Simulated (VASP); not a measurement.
# Pt (Im-3m) in VASP: notebook

Runs on Pt. Level: LDA. Tasks: single point, relaxation of cell and atoms.

All numbers are computed with VASP 6.6.1; they aren't measurements. Logs are shortened: lines on timing, memory, paths and dates and some standing lists are left out, and cuts for length are marked.

### 1 The cell of the first run

Symmetry: Im-3m, No. 229, cubic system. Conventional cell: a = 3.234 Å, b = 3.234 Å, c = 3.234 Å, α = 90.00°, β = 90.00°, γ = 90.00°. Within 3.7 Å of Pt (site symmetry m-3m) lie 14 Pt at 2.80 to 3.23 Å.

This isn't the form of Pt at room conditions, which is fcc.

### 2 Single point, LDA

The input, INCAR:

```
PREC     = Accurate       # precision mode
ENCUT    = 520            # plane-wave cutoff, eV
EDIFF    = 1E-7           # SCF threshold, eV
ISMEAR   = -1             # smearing method
SIGMA    = 0.05           # smearing width, eV
LREAL    = F              # projectors in reciprocal space
LASPH    = T              # aspherical terms in the spheres
NELM     = 100            # most SCF steps
ALGO     = Normal         # electronic algorithm
ISIF     = 2              # what is computed and relaxed
LWAVE    = F              # write WAVECAR
LCHARG   = F              # write CHGCAR
NBANDS   = 11             # bands
```

The input, KPOINTS:

```
Automatic mesh
0
Gamma
  19 19 19
```

The input, POSCAR:

```
Pt
1.0
   -1.6170821302      1.6170821302      1.6170821302
    1.6170821302     -1.6170821302      1.6170821302
    1.6170821302      1.6170821302     -1.6170821302
Pt
1
Direct
    0.0000000000      0.0000000000      0.0000000000
```

Potentials or basis: VASP PAW LDA potentials, release 64 (Pt).

On the command line:

```sh
$ cat potpaw_LDA.64/Pt/POTCAR > POTCAR
$ mpirun -np 1 vasp_std > vasp.out
```

OUTCAR:

```text
PREC = Accurate
   ENCUT = 520
   EDIFF = 1E-7
   ISMEAR = -1
   LREAL = F
   LASPH = T
   NELM = 100
   ISIF = 2

 ion  position               nearest neighbor table
   1  0.000  0.000  0.000-

  LATTYP: Found a body centered cubic cell.
 ALAT       =     3.2341642604

  Lattice vectors:

 A1 = (  -1.6170821302,   1.6170821302,   1.6170821302)
 A2 = (   1.6170821302,  -1.6170821302,   1.6170821302)
 A3 = (   1.6170821302,   1.6170821302,  -1.6170821302)

Analysis of symmetry for initial positions (statically):
=====================================================================
 Subroutine PRICEL returns:
 Original cell was already a primitive cell.

 Routine SETGRP: Setting up the symmetry group for a
 body centered cubic supercell.

 Subroutine GETGRP returns: Found 48 space group operations
 (whereof 48 operations were pure point group operations)
 out of a pool of 48 trial point group operations.

The static configuration has the point symmetry O_h .

Analysis of symmetry for dynamics (positions and initial velocities):
=====================================================================
 Subroutine PRICEL returns:
 Original cell was already a primitive cell.

 Routine SETGRP: Setting up the symmetry group for a
 body centered cubic supercell.

 Subroutine GETGRP returns: Found 48 space group operations
 (whereof 48 operations were pure point group operations)
 out of a pool of 48 trial point group operations.

The dynamic configuration has the point symmetry O_h .

 Subroutine INISYM returns: Found 48 space group operations
 (whereof 48 operations are pure point group operations),
 and found     1 'primitive' translations

----------------------------------------------------------------------------------------

                                     Primitive cell

  volume of cell :      16.9144

  direct lattice vectors                    reciprocal lattice vectors
    -1.617082130  1.617082130  1.617082130     0.000000000  0.309198890  0.309198890
     1.617082130 -1.617082130  1.617082130     0.309198890  0.000000000  0.309198890
     1.617082130  1.617082130 -1.617082130     0.309198890  0.309198890  0.000000000

  length of vectors
     2.800868410  2.800868410  2.800868410     0.437273264  0.437273264  0.437273264

  position of ions in fractional coordinates (direct lattice)
     0.000000000  0.000000000  0.000000000

  ion indices of the primitive-cell ions
   primitive index   ion index
                 1           1

----------------------------------------------------------------------------------------

 KPOINTS: Automatic mesh

Automatic generation of k-mesh.
 Grid dimensions read from file:
 generate k-points for:   19   19   19

 Generating k-lattice:

  Cartesian coordinates                     Fractional coordinates (reciprocal lattice)
     0.000000000  0.016273626  0.016273626     0.052631579  0.000000000  0.000000000
     0.016273626  0.000000000  0.016273626     0.000000000  0.052631579  0.000000000
     0.016273626  0.016273626  0.000000000     0.000000000  0.000000000  0.052631579

  Length of vectors
     0.023014382  0.023014382  0.023014382

  Shift w.r.t. Gamma in fractional coordinates (k-lattice)
     0.000000000  0.000000000  0.000000000

 Subroutine IBZKPT returns following result:
 ===========================================

 Found    220 irreducible k-points:

 Following reciprocal coordinates:
            Coordinates               Weight
  0.000000  0.000000  0.000000      1.000000
  0.052632  0.000000  0.000000     12.000000
  0.105263  0.000000  0.000000     12.000000
  0.157895  0.000000  0.000000     12.000000
  0.210526  0.000000  0.000000     12.000000
  0.263158  0.000000  0.000000     12.000000
[... 16 lines left out ...]
  0.263158  0.105263 -0.000000     48.000000
  0.315789  0.105263  0.000000     48.000000
 [... further k-points ...]
   k-points           NKPTS =    220   k-points in BZ     NKDIM =    220   number of bands    NBANDS=     11
   number of dos      NEDOS =    301   number of ions     NIONS =      1
   total plane-waves  NPLWV =  13824
   dimension x,y,z NGX =    24 NGY =   24 NGZ =   24
   dimension x,y,z NGXF=    48 NGYF=   48 NGZF=   48
   ions per type =               1
   NGX,Y,Z   is equivalent  to a cutoff of  14.25, 14.25, 14.25 a.u.
   NGXF,Y,Z  is equivalent  to a cutoff of  28.49, 28.49, 28.49 a.u.
 SYSTEM =  unknown system
   PREC   = accura    normal or accurate (medium, high low for compatibility)
   ISTART =      0    job   : 0-new  1-cont  2-samecut
   ICHARG =      2    charge: 1-file 2-atom 10-const
   ISPIN  =      1    spin polarized calculation?
   LNONCOLLINEAR =      F non collinear calculations
   LSORBIT =      F    spin-orbit coupling
   LASPH  =      T    aspherical Exc in radial PAW
   ENCUT  =  520.0 eV  38.22 Ry    6.18 a.u.   5.21  5.21  5.21*2*pi/ulx,y,z
   NELM   =    100;   NELMIN=  2; NELMDL= -5     # of ELM steps
   EDIFF  = 0.1E-06   stopping-criterion for ELM
   LREAL  =      F    real-space projection
   EDIFFG = 0.1E-05   stopping-criterion for IOM
   NSW    =      0    number of steps for IOM
   IBRION =     -1    ionic relax: 0-MD 1-quasi-New 2-CG
   NFREE  =      0    steps in history (QN), initial steepest desc. (CG)
   ISIF   =      2    stress and relaxation
   ISYM   =      2    0-nonsym 1-usesym 2-fastsym
   POTIM  = 0.5000    time-step for ionic-motion
   TEBEG  =    0.0;   TEEND  =   0.0 temperature during run
   PSTRESS=    0.0 pullay stress
   NELECT =      10.0000    total number of electrons
   NUPDOWN=      -1.0000    fix difference up-down
   EMIN   =  10.00;   EMAX   =-10.00  energy-range for DOS
   EFERMI =   0.00;   METHOD = LEGACY
   ISMEAR =    -1;   SIGMA  =   0.05  broadening in eV -4-tet -1-fermi 0-gaus
   EFERMI_NEDOS =   21; number of points for ismear=-14 and -15
   IALGO  =     38    algorithm
   IMIX   =      4    mixing-type and parameters
     AMIX     =   0.40;   BMIX     =  1.00
     AMIX_MAG =   1.60;   BMIX_MAG =  1.00
  volume/ion in A,a.u.               =      16.91       114.14
  Fermi-wavevector in a.u.,A,eV,Ry     =   1.374009  2.596500 25.686431  1.887899
  Thomas-Fermi vector in A             =   2.499474
   LORBIT       =      0    0 simple, 1 ext, 2 COOP (PROOUT), +10 PAW based schemes
   GGA     = CA    functional components
   LHFCALC =     F    Hartree Fock is set to
   AEXX    =    0.0000 exact exchange contribution
   IVDW    =     0    specifies the selected vdW correction
   LEPSILON=     F    determine dielectric tensor
   LRPA    =     F    only Hartree local field effects (RPA)
 non-spin polarized calculation
  energy-cutoff  :      520.00
  volume of cell :       16.91
 maximum number of plane-waves:       468
 NGX is ok and might be reduce to    24
   NGX = 11   NGY = 11   NGZ = 11

 number of electron      10.0000001 magnetization

 Free energy of the ion-electron system (eV)
  ---------------------------------------------------
  ext. energy  EPLUGINS =         0.00000000
  ---------------------------------------------------
  free energy    TOTEN  =        -7.20834254 eV

  energy without entropy =       -7.19541471  energy(sigma->0) =       -7.20187863

 E-fermi :   8.8598     XC(G=0): -13.0254

 val. band max:        8.8557090060   @ k =  -0.4737  -0.4737   0.3684
 cond. band min:       8.8645677813   @ k =  -0.4211  -0.4211   0.0526
 fundamental gap:      0.0088587752
 Fermi energy:         8.8598192208

 k-point     1 :       0.0000    0.0000    0.0000
  band No.  band energies     occupation
      1       0.0261      2.00000
      2       5.7124      2.00000
      3       5.7124      2.00000
      4       5.7124      2.00000
      5       8.0074      2.00000
      6       8.0074      2.00000
      7      25.9342      0.00000
      8      25.9342      0.00000
      9      25.9342      0.00000
     10      34.9295      0.00000
     11      34.9299      0.00000

 k-point     2 :       0.0526    0.0000    0.0000
  band No.  band energies     occupation
      1       0.1322      2.00000
      2       5.6730      2.00000
      3       5.7135      2.00000
      4       5.7944      2.00000
      5       7.9564      2.00000
      6       8.0100      2.00000
      7      25.9803      0.00000
      8      25.9976      0.00000
      9      26.0851      0.00000
     10      33.2469      0.00000
     11      33.5885      0.00000

 k-point     3 :       0.1053    0.0000    0.0000
  band No.  band energies     occupation
      1       0.4431      2.00000
      2       5.5608      2.00000
      3       5.7115      2.00000
      4       6.0367      2.00000
      5       7.8297      2.00000
      6       8.0190      2.00000
      7      26.0469      0.00000
      8      26.0509      0.00000
      9      26.5280      0.00000
     10      31.7943      0.00000
     11      31.8565      0.00000

 k-point     4 :       0.1579    0.0000    0.0000
  band No.  band energies     occupation
      1       0.9337      2.00000
      2       5.3926      2.00000
      3       5.7001      2.00000
      4       6.4287      2.00000
      5       7.6932      2.00000
      6       8.0369      2.00000
      7      25.6079      0.00000
      8      25.9073      0.00000
      9      27.2338      0.00000
     10      30.5813      0.00000
     11      30.9715      0.00000

 k-point     5 :       0.2105    0.0000    0.0000
  band No.  band energies     occupation
      1       1.5479      2.00000
      2       5.1912      2.00000
      3       5.7036      2.00000
      4       6.9508      2.00000
      5       7.6149      2.00000
      6       8.0664      2.00000
      7      24.2032      0.00000
      8      25.3497      0.00000
      9      28.1563      0.00000
     10      30.3046      0.00000
     11      30.5937      0.00000
[... 211 lines left out ...]
 k-point    21 :       0.1579    0.1053    0.0000
  band No.  band energies     occupation
      1       1.8224      2.00000
      2       5.2349      2.00000
      3       5.4511      2.00000
      4       7.3067      2.00000
      5       7.5010      2.00000
      6       8.1531      2.00000
      7      24.2009      0.00000
      8      25.0239      0.00000
      9      27.6080      0.00000
     10      28.0148      0.00000
     11      31.2995      0.00000

 k-point    22 :       0.2105    0.1053    0.0000
  band No.  band energies     occupation
      1       2.4477      2.00000
      2       5.0343      2.00000
      3       5.5006      2.00000
      4       7.4974      2.00000
      5       7.9815      2.00000
      6       8.2311      1.99999
      7      22.1583      0.00000
      8      24.2422      0.00000
      9      26.7510      0.00000
     10      28.6343      0.00000
     11      32.1134      0.00000

 k-point    23 :       0.2632    0.1053   -0.0000
  band No.  band energies     occupation
      1       2.9222      2.00000
      2       4.8446      2.00000
      3       5.8029      2.00000
      4       7.5841      2.00000
      5       8.2374      1.99999
      6       8.8045      1.50265
      7      19.9965      0.00000
      8      23.4224      0.00000
      9      25.6875      0.00000
     10      29.6079      0.00000
     11      32.9024      0.00000

 k-point    24 :       0.3158    0.1053    0.0000
  band No.  band energies     occupation
      1       3.1354      2.00000
      2       4.6896      2.00000
      3       6.4002      2.00000
      4       7.7200      2.00000
      5       8.3189      1.99996
      6       9.6232      0.00000
      7      17.9034      0.00000
      8      22.7015      0.00000
      9      24.6938      0.00000
     10      30.5809      0.00000
     11      33.2386      0.00000

 [... further k-points ...]

------------------------ aborting loop because EDIFF is reached ----------------------------------------

  FORCE on cell =-STRESS in cart. coord.  units (eV):
  Direction    XX          YY          ZZ          XY          YZ          ZX
  --------------------------------------------------------------------------------------
  -------------------------------------------------------------------------------------
  Total       -2.7350509     -2.7350509     -2.7350509      0.0000000      0.0000000     -0.0000000
  in kB     -259.0715765   -259.0715765   -259.0715765      0.0000000      0.0000000     -0.0000000
  external PRESSURE =    -259.0715765 kB  Pullay stress =       0.0000000 kB

 VOLUME and BASIS-vectors are now :
 -----------------------------------------------------------------------------
  energy-cutoff  :      520.00
  volume of cell :       16.91
      direct lattice vectors                 reciprocal lattice vectors
    -1.617082130  1.617082130  1.617082130     0.000000000  0.309198890  0.309198890
     1.617082130 -1.617082130  1.617082130     0.309198890  0.000000000  0.309198890
     1.617082130  1.617082130 -1.617082130     0.309198890  0.309198890  0.000000000

 POSITION                                       TOTAL-FORCE (eV/Angst)
 -----------------------------------------------------------------------------------
      0.00000      0.00000      0.00000        -0.000000      0.000000      0.000000
 -----------------------------------------------------------------------------------
    total drift:                               -0.000000      0.000000      0.000000

  FREE ENERGIE OF THE ION-ELECTRON SYSTEM (eV)
  ---------------------------------------------------
  free  energy   TOTEN  =        -7.2083425434 eV

  energy  without entropy=       -7.1954147149  energy(sigma->0) =       -7.20187863
```

Wall time 19 s (1 thread of AMD EPYC 9R45 (Zen 5), shared host); peak memory 0.13 GiB.

What came out:

| Quantity | Value |
| --- | --- |
| Free energy | -7.2083 eV |
| Pressure | -25.9 GPa |
| Band gap on the k mesh | zero (bands 5 and 6 overlap by 1.82 eV) |

Caveat: the cell stands under tension; spin-orbit coupling is left out, which moves the levels of the heavy elements.

### 3 Relaxation of cell and atoms, LDA

This run uses another cell than the first one, of 14.93 Å³/atom.

The input, INCAR:

```
PREC = Accurate
ENCUT = 600
EDIFF = 1E-6
ISMEAR = -1
SIGMA = 0.05
LREAL = False
LASPH = True
NELM = 80
ALGO = Normal
ISIF = 3
LWAVE = False
LCHARG = False
GGA = CA
IBRION = 2
NSW = 45
EDIFFG = -0.005
```

The input, KPOINTS:

```
regular mesh
0
Gamma
  19 19 19
```

The input, POSCAR:

```
Pt
1.0
   -1.5511364072      1.5511364072      1.5511364072
    1.5511364072     -1.5511364072      1.5511364072
    1.5511364072      1.5511364072     -1.5511364072
Pt
1
Direct
    0.0000000000      0.0000000000      0.0000000000
```

Potentials or basis: VASP PAW LDA potentials, release 64 (Pt).

On the command line:

```sh
$ cat potpaw_LDA.64/Pt/POTCAR > POTCAR
$ mpirun -np 1 vasp_std > vasp.out
```

Run time: 30 s. Hardware: 1 thread of AMD EPYC 9R45 (Zen 5), shared host; peak memory 0.13 GiB.

It converged, with:

| Item | Value |
| --- | --- |
| Free energy | -7.3863 eV |
| Relaxed volume | 14.97 Å³/atom |
| Relaxed cell | a = 2.689 Å, b = 2.689 Å, c = 2.689 Å, α = 109.47°, β = 109.47°, γ = 109.47° |
| Space group after relaxing (to 0.1 Å) | Im-3m (No. 229) |
| Energy gained by relaxing | 0.1 meV/atom |
| Ionic steps | 3 |
| Pressure after relaxing | 0.0 GPa |
| Band gap on the k mesh | zero (bands 5 and 6 overlap by 2.25 eV) |

Step by step:
```csv
step,energy change (eV),largest force (eV/Å),pressure (GPa),volume (Å³)
1,0.0000,0.0000,0.83,14.93
2,0.0009,0.0000,-2.37,15.10
3,-0.0001,0.0000,-0.01,14.97
```

Final structure:
```xyz
1
Lattice="-1.5526 1.5526 1.5526 1.5526 -1.5526 1.5526 1.5526 1.5526 -1.5526" Properties=species:S:1:pos:R:3 pbc="T T T"
Pt    0.0000    0.0000    0.0000
```

Levels at points of the mesh, in eV from the Fermi level:
```
           k point  band 1  band 2  band 3  band 4  band 5  band 6  band 7  band 8  band 9
(0.00, 0.00, 0.00)  -10.08   -3.80   -3.80   -3.80   -1.05   -1.05   17.05   17.05   17.05
```

Caveat: spin-orbit coupling is left out, which moves the levels of the heavy elements.
